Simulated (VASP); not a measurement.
Input of a VASP 6.6.1 run:

INCAR

```
SYSTEM = TaAs
PREC     = Accurate       ! precision mode
ENCUT    = 520            ! plane-wave cutoff, eV
EDIFF    = 1E-7           ! SCF threshold, eV
ISMEAR   = 0              ! smearing method
SIGMA    = 0.1            ! smearing width, eV
LREAL    = .FALSE.        ! projectors in reciprocal space
LASPH    = .TRUE.         ! aspherical terms in the spheres
NELM     = 100            ! most SCF steps
ALGO     = Normal         ! electronic algorithm
ISIF     = 2              ! what is computed and relaxed
LWAVE    = .FALSE.        ! write WAVECAR
LCHARG   = .FALSE.        ! write CHGCAR
GGA      = PE             ! functional
NBANDS   = 24             ! bands
```

KPOINTS

```
Automatic mesh
0
G
  12 12 10
  0 0 0
```

Contents of POSCAR:

```
TaAs
1.0
    4.3234880353      0.0000000000      0.0000000000
   -2.1617440177      3.7442504715      0.0000000000
    0.0000000000      0.0000000000      5.3266102342
Ta As
2 2
Direct
    0.3333333333      0.6666666667      0.7500000000
    0.6666666667      0.3333333333      0.2500000000
    0.0000000000      0.0000000000      0.2500000000
    0.0000000000      0.0000000000      0.7500000000
```

Potentials or basis: VASP PAW PBE potentials, release 64 (Ta_pv, As).

Launch:

```console
$ cat potpaw_PBE.64/Ta_pv/POTCAR potpaw_PBE.64/As/POTCAR > POTCAR
$ mpirun -np 1 vasp_std > vasp.out
```

**Question.** What does it give for the band gap on the k mesh?

**Answer.** Zero (bands 16 and 17 overlap by 1.58 eV).

**Question.** Estimate the pressure.

**Answer.** 0.3 GPa.

Stress tensor (GPa, compression positive):
```
0.34 0.00 0.00
0.00 0.34 0.00
0.00 0.00 0.16
```

Caveat: spin-orbit coupling is left out, which moves the levels of the heavy elements.
